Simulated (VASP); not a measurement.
# CaZnI4 (P1) in VASP: single point with PBEsol

Aim: the single point of CaZnI4 with PBEsol.

All numbers are computed with VASP 6.6.1; they aren't measurements. Logs are shortened: lines on timing, memory, paths and dates and some standing lists are left out, and cuts for length are marked.

### 1 The cell of the first run

The typed cell holds 12 atoms: a = 4.459 Å, b = 13.584 Å, c = 8.086 Å, α = 78.11°, β = 74.43°, γ = 81.05°.

### 2 Single point, PBEsol

File INCAR:

```
SYSTEM = CaZnI4
ALGO = Normal
EDIFF = 1E-6
ENCUT = 520
GGA = PS
ISIF = 2
ISMEAR = -1
LASPH = .TRUE.
LCHARG = .FALSE.
LREAL = .FALSE.
LWAVE = .FALSE.
NBANDS = 62
NELM = 100
PREC = Accurate
SIGMA = 0.05
```

File KPOINTS:

```
k-points
0
G
  4 2 2
  0 0 0
```

File POSCAR:

```
CaZnI4
1.0
    4.3914990877      0.3892903425      0.6679258306
    0.7574701656     13.5048080824      1.2525968901
    0.9107301711      0.8846247207      7.9860563164
Ca Zn I
2 2 8
Direct
    0.0378581272      0.0043119548      0.0621353057
   -0.1946078882      0.5937790043     -0.0147922112
    0.6955638012      0.1989577821      0.5483570799
    0.3080728809      0.7301521891      0.3745095658
    0.6702689653      0.0229569266      0.7725885015
   -0.1488759572      0.1983162071      0.2176499224
    0.4425729842     -0.0730908937      0.3287735489
    0.1112395893      0.2874861043      0.6344900983
    0.3940975861      0.4551980991      0.9325099505
    0.1845791240      0.7649234434      0.0539772962
    0.6311942494      0.5579617066      0.3823619555
   -0.1486229538      0.7440549048      0.6423490767
```

Potentials or basis: VASP PAW PBE potentials, release 64 (Ca_sv, Zn, I).

Command:

```sh
cat potpaw_PBE.64/Ca_sv/POTCAR potpaw_PBE.64/Zn/POTCAR potpaw_PBE.64/I/POTCAR > POTCAR
mpirun -np 1 vasp_std > vasp.out
```

OUTCAR:

```text
SYSTEM = CaZnI4
   EDIFF = 1E-6
   ENCUT = 520
   GGA = PS
   ISIF = 2
   ISMEAR = -1
   LASPH = .TRUE.
   LREAL = .FALSE.
   NELM = 100
   PREC = Accurate

 ion  position               nearest neighbor table
   1  0.038  0.004  0.062-   6 3.06   7 3.09   7 3.11   5 3.15   5 3.15  10 3.23
   2  0.805  0.594  0.985-   9 2.97   9 2.99  11 3.05  12 3.06  10 3.29  10 3.33
   3  0.696  0.199  0.548-   6 2.58   8 2.66   8 2.67   5 2.68
   4  0.308  0.730  0.375-  11 2.55  12 2.56  10 2.72   7 2.76
   5  0.670  0.023  0.773-   3 2.68   1 3.15   1 3.15
   6  0.851  0.198  0.218-   3 2.58   1 3.06
   7  0.443  0.927  0.329-   4 2.76   1 3.09   1 3.11
   8  0.111  0.287  0.634-   3 2.66   3 2.67
   9  0.394  0.455  0.933-   2 2.97   2 2.99
  10  0.185  0.765  0.054-   4 2.72   1 3.23   2 3.29   2 3.33
  11  0.631  0.558  0.382-   4 2.55   2 3.05
  12  0.851  0.744  0.642-   4 2.56   2 3.06

  LATTYP: Found a triclinic cell.
 ALAT       =     8.0863518245
 B/A-ratio  =     1.7690256649
 C/A-ratio  =     0.5514264905
 COS(alpha) =     0.0040381301
 COS(beta)  =     0.2684046454
 COS(gamma) =     0.3695634252

  Lattice vectors:

 A1 = (   0.9107301711,   0.8846247207,   7.9860563164)
 A2 = (   0.1532600055, -12.6201833617,   6.7334594263)
 A3 = (   4.3914990877,   0.3892903425,   0.6679258306)

Analysis of symmetry for initial positions (statically):
=====================================================================
 Subroutine PRICEL returns:
 Original cell was already a primitive cell.

 Routine SETGRP: Setting up the symmetry group for a
 triclinic supercell.

 Subroutine GETGRP returns: Found  1 space group operations
 (whereof  1 operations were pure point group operations)
 out of a pool of  2 trial point group operations.

The static configuration has the point symmetry C_1 .

Analysis of symmetry for dynamics (positions and initial velocities):
=====================================================================
 Subroutine PRICEL returns:
 Original cell was already a primitive cell.

 Routine SETGRP: Setting up the symmetry group for a
 triclinic supercell.

 Subroutine GETGRP returns: Found  1 space group operations
 (whereof  1 operations were pure point group operations)
 out of a pool of  2 trial point group operations.

The dynamic configuration has the point symmetry C_1 .

 Subroutine INISYM returns: Found  1 space group operations
 (whereof  1 operations are pure point group operations),
 and found     1 'primitive' translations

----------------------------------------------------------------------------------------

                                     Primitive cell

  volume of cell :     459.0795

  direct lattice vectors                    reciprocal lattice vectors
     4.391499088  0.389290342  0.667925831     0.232513264 -0.010691876 -0.025331470
     0.757470166 13.504808082  1.252596890    -0.005484956  0.075068603 -0.007689932
     0.910730171  0.884624721  7.986056316    -0.018586292 -0.010880128  0.128543036

  length of vectors
     4.459028608 13.583909649  8.086351825     0.234133333  0.075660524  0.130334722

  position of ions in fractional coordinates (direct lattice)
     0.037858127  0.004311955  0.062135306
     0.805392112  0.593779004  0.985207789
     0.695563801  0.198957782  0.548357080
     0.308072881  0.730152189  0.374509566
     0.670268965  0.022956927  0.772588502
     0.851124043  0.198316207  0.217649922
     0.442572984  0.926909106  0.328773549
     0.111239589  0.287486104  0.634490098
     0.394097586  0.455198099  0.932509950
     0.184579124  0.764923443  0.053977296
     0.631194249  0.557961707  0.382361956
     0.851377046  0.744054905  0.642349077

  ion indices of the primitive-cell ions
   primitive index   ion index
                 1           1
                 2           2
                 3           3
                 4           4
                 5           5
                 6           6
                 7           7
                 8           8
                 9           9
                10          10
                11          11
                12          12

----------------------------------------------------------------------------------------

 KPOINTS: k-points

Automatic generation of k-mesh.
 Grid dimensions read from file:
 generate k-points for:    4    2    2

 Generating k-lattice:

  Cartesian coordinates                     Fractional coordinates (reciprocal lattice)
     0.058128316 -0.002672969 -0.006332868     0.250000000  0.000000000  0.000000000
    -0.002742478  0.037534301 -0.003844966    -0.000000000  0.500000000 -0.000000000
    -0.009293146 -0.005440064  0.064271518     0.000000000  0.000000000  0.500000000

  Length of vectors
     0.058533333  0.037830262  0.065167361

  Shift w.r.t. Gamma in fractional coordinates (k-lattice)
     0.000000000  0.000000000  0.000000000

 Subroutine IBZKPT returns following result:
 ===========================================

 Found     12 irreducible k-points:

 Following reciprocal coordinates:
            Coordinates               Weight
  0.000000  0.000000  0.000000      1.000000
  0.250000 -0.000000  0.000000      2.000000
  0.500000 -0.000000  0.000000      1.000000
  0.000000  0.500000  0.000000      1.000000
  0.250000  0.500000  0.000000      2.000000
  0.500000  0.500000  0.000000      1.000000
  0.000000  0.000000  0.500000      1.000000
  0.250000  0.000000  0.500000      2.000000
  0.500000 -0.000000  0.500000      1.000000
  0.000000  0.500000  0.500000      1.000000
  0.250000  0.500000  0.500000      2.000000
  0.500000  0.500000  0.500000      1.000000
   k-points           NKPTS =     12   k-points in BZ     NKDIM =     12   number of bands    NBANDS=     62
   number of dos      NEDOS =    301   number of ions     NIONS =     12
   total plane-waves  NPLWV = 233280
   dimension x,y,z NGX =    36 NGY =  108 NGZ =   60
   dimension x,y,z NGXF=    72 NGYF=  216 NGZF=  120
   ions per type =               2   2   8
   NGX,Y,Z   is equivalent  to a cutoff of  13.42, 13.22, 12.34 a.u.
   NGXF,Y,Z  is equivalent  to a cutoff of  26.84, 26.44, 24.67 a.u.
 SYSTEM =  CaZnI4
   PREC   = accura    normal or accurate (medium, high low for compatibility)
   ISTART =      0    job   : 0-new  1-cont  2-samecut
   ICHARG =      2    charge: 1-file 2-atom 10-const
   ISPIN  =      1    spin polarized calculation?
   LNONCOLLINEAR =      F non collinear calculations
   LSORBIT =      F    spin-orbit coupling
   LASPH  =      T    aspherical Exc in radial PAW
   ENCUT  =  520.0 eV  38.22 Ry    6.18 a.u.   8.29 25.26 15.04*2*pi/ulx,y,z
   NELM   =    100;   NELMIN=  2; NELMDL= -5     # of ELM steps
   EDIFF  = 0.1E-05   stopping-criterion for ELM
   LREAL  =      F    real-space projection
   EDIFFG = 0.1E-04   stopping-criterion for IOM
   NSW    =      0    number of steps for IOM
   IBRION =     -1    ionic relax: 0-MD 1-quasi-New 2-CG
   NFREE  =      0    steps in history (QN), initial steepest desc. (CG)
   ISIF   =      2    stress and relaxation
   ISYM   =      2    0-nonsym 1-usesym 2-fastsym
   POTIM  = 0.5000    time-step for ionic-motion
   TEBEG  =    0.0;   TEEND  =   0.0 temperature during run
   PSTRESS=    0.0 pullay stress
   NELECT =     100.0000    total number of electrons
   NUPDOWN=      -1.0000    fix difference up-down
   EMIN   =  10.00;   EMAX   =-10.00  energy-range for DOS
   EFERMI =   0.00;   METHOD = LEGACY
   ISMEAR =    -1;   SIGMA  =   0.05  broadening in eV -4-tet -1-fermi 0-gaus
   EFERMI_NEDOS =   21; number of points for ismear=-14 and -15
   IALGO  =     38    algorithm
   IMIX   =      4    mixing-type and parameters
     AMIX     =   0.40;   BMIX     =  1.00
     AMIX_MAG =   1.60;   BMIX_MAG =  1.00
  volume/ion in A,a.u.               =      38.26       258.17
  Fermi-wavevector in a.u.,A,eV,Ry     =   0.985021  1.861420 13.201277  0.970267
  Thomas-Fermi vector in A             =   2.116297
   LORBIT       =      0    0 simple, 1 ext, 2 COOP (PROOUT), +10 PAW based schemes
   GGA     = PS    functional components
   LHFCALC =     F    Hartree Fock is set to
   AEXX    =    0.0000 exact exchange contribution
   IVDW    =     0    specifies the selected vdW correction
   LEPSILON=     F    determine dielectric tensor
   LRPA    =     F    only Hartree local field effects (RPA)
 non-spin polarized calculation
  energy-cutoff  :      520.00
  volume of cell :      459.08
 maximum number of plane-waves:     12380
 NGX is ok and might be reduce to    36
   NGX = 17   NGY = 51   NGZ = 31

 number of electron     100.0000000 magnetization

 number of electron      99.9999996 magnetization

 Free energy of the ion-electron system (eV)
  ---------------------------------------------------
  ext. energy  EPLUGINS =         0.00000000
  ---------------------------------------------------
  free energy    TOTEN  =       -33.52043431 eV

  energy without entropy =      -33.52043431  energy(sigma->0) =      -33.52043431

 E-fermi :   2.7793     XC(G=0):  -8.1556

 val. band max:        1.6434156595   @ k =   0.0000   0.0000   0.0000
 cond. band min:       3.8967967753   @ k =   0.0000   0.0000   0.0000
 fundamental gap:      2.2533811158
 Fermi energy:         2.7793301848

 k-point     1 :       0.0000    0.0000    0.0000
  band No.  band energies     occupation
      1     -38.6996      2.00000
      2     -37.9845      2.00000
      3     -19.8165      2.00000
      4     -19.7839      2.00000
      5     -19.7808      2.00000
      6     -19.1173      2.00000
[... 54 lines left out ...]
     61       6.5383      0.00000
     62       6.6543      0.00000

 k-point     2 :       0.2500   -0.0000    0.0000
  band No.  band energies     occupation
      1     -38.6992      2.00000
      2     -37.9840      2.00000
      3     -19.8141      2.00000
      4     -19.7981      2.00000
      5     -19.7790      2.00000
      6     -19.1140      2.00000
[... 649 lines left out ...]
      6     -19.1178      2.00000
[... 54 lines left out ...]
     61       6.7492      0.00000
     62       6.8827      0.00000

------------------------ aborting loop because EDIFF is reached ----------------------------------------

  FORCE on cell =-STRESS in cart. coord.  units (eV):
  Direction    XX          YY          ZZ          XY          YZ          ZX
  --------------------------------------------------------------------------------------
  -------------------------------------------------------------------------------------
  Total        0.2055303      0.1865150      0.2181916     -0.0025735     -0.0234776      0.0048073
  in kB        0.7172961      0.6509331      0.7614838     -0.0089816     -0.0819362      0.0167773
  external PRESSURE =       0.7099043 kB  Pullay stress =       0.0000000 kB

 VOLUME and BASIS-vectors are now :
 -----------------------------------------------------------------------------
  energy-cutoff  :      520.00
  volume of cell :      459.08
      direct lattice vectors                 reciprocal lattice vectors
     4.391499088  0.389290342  0.667925831     0.232513264 -0.010691876 -0.025331470
     0.757470166 13.504808082  1.252596890    -0.005484956  0.075068603 -0.007689932
     0.910730171  0.884624721  7.986056316    -0.018586292 -0.010880128  0.128543036

 POSITION                                       TOTAL-FORCE (eV/Angst)
 -----------------------------------------------------------------------------------
      0.22611      0.12794      0.52690        -0.000786      0.003940     -0.002606
      4.88391      9.20394      9.14963        -0.008940      0.010393      0.007309
      3.70468      3.44275      5.09301         0.001969     -0.007441     -0.006253
      2.24705     10.31180      4.11121         0.003861      0.001736     -0.008877
      3.66449      1.25441      6.64638         0.002015     -0.003612     -0.008488
      4.08615      3.20210      2.55506         0.000656      0.007150     -0.005860
      2.94509     12.98086      4.08225         0.000837      0.002247      0.012748
      1.28412      4.48703      5.50148        -0.001975      0.012826      0.009276
      2.92474      7.12570      8.28048         0.005583     -0.020453     -0.007208
      1.43914     10.44975      1.51249        -0.000724     -0.000016     -0.004763
      3.54276      8.11913      4.17406         0.003454     -0.013767      0.014100
      4.88743     10.94799      6.63049        -0.005949      0.006997      0.000621
 -----------------------------------------------------------------------------------
    total drift:                               -0.000668     -0.001400     -0.001864

  FREE ENERGIE OF THE ION-ELECTRON SYSTEM (eV)
  ---------------------------------------------------
  free  energy   TOTEN  =       -33.5204343093 eV

  energy  without entropy=      -33.5204343092  energy(sigma->0) =      -33.52043431
```

It took 8.5 min on 1 thread of Intel Xeon Platinum 8375C at 2.90GHz (Ice Lake), shared host; peak memory 0.67 GiB.

Results:

- Free energy: -33.5204 eV
- Pressure: 0.1 GPa
- Largest force: 0.022 eV/Å
- Band gap on the k mesh: 2.25 eV

Forces on the atoms (eV/Å):
```
Ca  -0.001  0.004 -0.003
Ca  -0.009  0.010  0.007
Zn   0.002 -0.007 -0.006
Zn   0.004  0.002 -0.009
I    0.002 -0.004 -0.008
I    0.001  0.007 -0.006
I    0.001  0.002  0.013
I   -0.002  0.013  0.009
I    0.006 -0.020 -0.007
I   -0.001  0.000 -0.005
I    0.003 -0.014  0.014
I   -0.006  0.007  0.001
```

Caveat: the PAW data sets were made with another functional, which shifts forces and pressure a little; spin-orbit coupling is left out, which moves the levels of the heavy elements. A k mesh can miss the band edges.
